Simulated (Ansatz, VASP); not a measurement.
TaC: VASP beside Ansatz

INCAR

```
SYSTEM = TaC
  PREC = Accurate
  ENCUT = 600
  EDIFF = 1E-6
  ISMEAR = -1
  SIGMA = 0.05
  LREAL = .FALSE.
  LASPH = .TRUE.
  NELM = 120
  ALGO = Normal
  ISIF = 2
  LWAVE = .FALSE.
  LCHARG = .FALSE.
  GGA = PE
  NBANDS = 14
  GGA_COMPAT = .FALSE.
```

Contents of KPOINTS:

```
Automatic mesh
0
G
  14 14 14
  0 0 0
```

Contents of POSCAR:

```
TaC
1.0
    0.0000000000      2.1057772913      2.1057772913
    2.1057772913      0.0000000000      2.1057772913
    2.1057772913      2.1057772913      0.0000000000
Ta C
1 1
Direct
    0.0000000000      0.0000000000      0.0000000000
    0.5000000000      0.5000000000      0.5000000000
```

Input for Ansatz:

```yaml
crystal:
  lattice:
    - [0.0, 2.1057772913, 2.1057772913]
    - [2.1057772913, 0.0, 2.1057772913]
    - [2.1057772913, 2.1057772913, 0.0]
  atoms:
    - { symbol: Ta, position: [0.0, 0.0, 0.0] }
    - { symbol: C, position: [0.5, 0.5, 0.5] }
kpoints:
  mp_grid: { grid: [14, 14, 14] }
  band_path:
    path:
      - [0.0, 0.0, 0.0]
      - [0.5, 0.0, 0.5]
      - [0.625, 0.25, 0.625]
      - [0.375, 0.375, 0.75]
      - [0.0, 0.0, 0.0]
      - [0.5, 0.5, 0.5]
      - [0.5, 0.25, 0.75]
      - [0.5, 0.0, 0.5]
    npoints: 6
scf:
  occupations: { method: fermi_dirac, width: 0.05 }
hamiltonian:
  xc: pbe
  pseudopotentials: { kind: all_electron, lapw: { basis_error: 0.001 } }
output:
  forces: true
  stress: true
  eigenvalues: true
  populations: true
```

Change from the starting cell: volume scaled by 0.85, LAPW.

Alike in both runs: task single point; functional PBE; k mesh 14 × 14 × 14; occupations fermi-dirac, width 0.05 eV; no spin polarisation.

|  | VASP | Ansatz |
| --- | --- | --- |
| version | VASP 6.6.1 | Ansatz 0.2.0 |
| potentials or method | VASP PAW PBE potentials, release 64 (Ta_pv, C), cutoff 600 eV | all-electron LAPW, scalar-relativistic |

Ansatz gave:

| Item | Value |
| --- | --- |
| pressure (GPa) | 85.3 |

Question: What did VASP give for the same quantities?

Answer: Pressure (GPa): 88.0.

Both programs put the cell under a high pressure, so it lies far from rest at this level. Ansatz ran all-electron here, and VASP with PAW potentials.

Spin-orbit coupling is off throughout. Noted on VASP's run: the cell as given lies far from equilibrium.
